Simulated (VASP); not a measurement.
A run of VASP 6.6.1:

Contents of INCAR:

```
PREC = Accurate
ENCUT = 600
EDIFF = 1E-6
ISMEAR = -1
SIGMA = 0.1
LREAL = F
LASPH = T
NELM = 120
ALGO = Normal
ISIF = 2
LWAVE = F
LCHARG = F
NBANDS = 22
GGA_COMPAT = F
```

Contents of KPOINTS:

```
Automatic mesh
0
Gamma
  5 5 5
```

Contents of POSCAR:

```
NaSiO3
1.0
    3.5612510000      0.0000000000      0.0000000000
    0.0000000000      3.5612510000      0.0000000000
    0.0000000000      0.0000000000      3.5612510000
Na Si O
1 1 3
Direct
    0.0000000000      0.0000000000      0.0000000000
    0.5000000000      0.5000000000      0.5000000000
    0.5000000000      0.5000000000      0.0000000000
    0.5000000000      0.0000000000      0.5000000000
    0.0000000000      0.5000000000      0.5000000000
```

Potentials or basis: VASP PAW LDA potentials, release 64 (Na_pv, Si, O).

The run is started by

```bash
$ cat potpaw_LDA.64/Na_pv/POTCAR potpaw_LDA.64/Si/POTCAR potpaw_LDA.64/O/POTCAR > POTCAR
$ mpirun -np 1 vasp_std > vasp.out
```

Hardware: 1 thread of Intel(R) Xeon(R) Platinum 8259CL CPU @ 2.50GHz (Skylake/Cascade Lake), with other jobs on the host.

Q: How long does it take, and how much memory?

A: It took 7.5 s on 1 thread of Intel(R) Xeon(R) Platinum 8259CL CPU @ 2.50GHz (Skylake/Cascade Lake), with other jobs on the host, peak memory 0.13 GiB. Counts: scf iterations 12, k points 10.
